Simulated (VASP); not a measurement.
Wanted: the native input for a VASP 6.6.1 run.

- Task: relaxation of cell and atoms
- Functional: PBE
- Potentials or basis: VASP PAW PBE potentials, release 64 (Cu, Ge_d, F)
- Cutoff: 600 eV
- k mesh: 6 × 6 × 4
- Occupations: gaussian, width 0.1 eV
- Spin: no spin polarisation
- Dipole correction: no
- Further INCAR settings: ALGO = Normal; EDIFF = 1e-06; IBRION = 2; EDIFFG = -0.04; NSW = 90; ISIF = 3

The structure of CuGe2F4 lies in POSCAR:

```
CuGe2F4
1.0
    3.7287880374      0.0000000000      0.0000000000
    0.0000000000      3.7287880374      0.0000000000
    0.0000000000      0.0000000000      6.8370888170
Cu Ge F
1 2 4
Direct
    0.5000000000      0.5000000000      0.0000000000
    0.5000000000      0.0000000000      0.7060293995
    0.0000000000      0.5000000000      0.2939706005
    0.5000000000      0.0000000000      0.1659495035
    0.0000000000      0.5000000000      0.8340504965
    0.5000000000      0.5000000000      0.5000000000
    0.0000000000      0.0000000000      0.5000000000
```

The cell was generated, and may not be a known phase.

The input as run:

INCAR

```
SYSTEM = CuGe2F4
PREC = Accurate
ENCUT = 600
EDIFF = 1E-6
ISMEAR = 0
SIGMA = 0.1
LREAL = .False.
LASPH = .True.
NELM = 60
ALGO = Normal
ISIF = 3
LWAVE = .False.
LCHARG = .False.
GGA = PE
IBRION = 2
NSW = 90
EDIFFG = -0.04
```

KPOINTS

```
regular mesh
0
Gamma
  6 6 4
  0 0 0
```

Potentials or basis: VASP PAW PBE potentials, release 64 (Cu, Ge_d, F).

Run with:

```sh
$ cat potpaw_PBE.64/Cu/POTCAR potpaw_PBE.64/Ge_d/POTCAR potpaw_PBE.64/F/POTCAR > POTCAR
$ mpirun -np 1 vasp_std > vasp.out
```

It gave:

The pressure after relaxing is -0.1 GPa and the largest force after relaxing is 0.026 eV/Å. The band gap on the k mesh is zero (an odd number of electrons rules out a gap without spin polarisation).

Caveat: the relaxation stopped at its first step, so nothing moved; an odd number of electrons without spin polarisation forces a metal; a magnetic or distorted state may lie lower.

Wall time 5.7 min on 1 thread of Intel Xeon 8259CL, on a shared host, peak memory 0.29 GiB.
